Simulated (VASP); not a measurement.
A run of VASP 6.6.1 is set up as follows.

The input INCAR:

```
PREC     = Accurate       # precision mode
ENCUT    = 520            # plane-wave cutoff, eV
EDIFF    = 1E-8           # SCF threshold, eV
ISMEAR   = -1             # smearing method
SIGMA    = 0.05           # smearing width, eV
LREAL    = False          # projectors in reciprocal space
LASPH    = True           # aspherical terms in the spheres
NELM     = 150            # most SCF steps
ALGO     = Normal         # electronic algorithm
ISIF     = 2              # what is computed and relaxed
LWAVE    = False          # write WAVECAR
LCHARG   = False          # write CHGCAR
ISPIN    = 2              # spin polarisation
MAGMOM   = 3              # initial moments
LORBIT   = 11             # projections on sites
LMAXMIX  = 4              # l up to which the mixer works
GGA      = PE             # functional
LEFG     = True         
NBANDS   = 14             # bands
```

Contents of KPOINTS:

```
regular mesh
0
Gamma
  16 16 16
```

File POSCAR:

```
Fe
1.0
    0.0000000000      1.9672918273      1.9909647747
    1.5181582831      0.0000000000      1.9909647747
    1.5181582831      1.9672918273      0.0000000000
Fe
1
Direct
    0.0000000000      0.0000000000      0.0000000000
```

Potentials or basis: VASP PAW PBE potentials, release 64 (Fe).

Command:

```console
$ cat potpaw_PBE.64/Fe/POTCAR > POTCAR
$ mpirun -np 1 vasp_std > vasp.out
```

**Question.** Predict the site moments.

**Answer.** Fe +2.31 μB.

**Question.** Predict the net moment.

**Answer.** 2.31 μB per cell.

**Question.** Predict the pressure.

**Answer.** -6.5 GPa.

Electric field gradients, principal values (V/Å²):
| atom | least | middle | greatest (by size) |
| --- | --- | --- | --- |
| 1 Fe | -2.361 | -2.597 | 4.958 |

Caveat: the stress differs along the axes, from -11 to -4 GPa; without QUAD_EFG the Cq values of the log hold for a quadrupole moment of 1 mb, not for the nuclei.
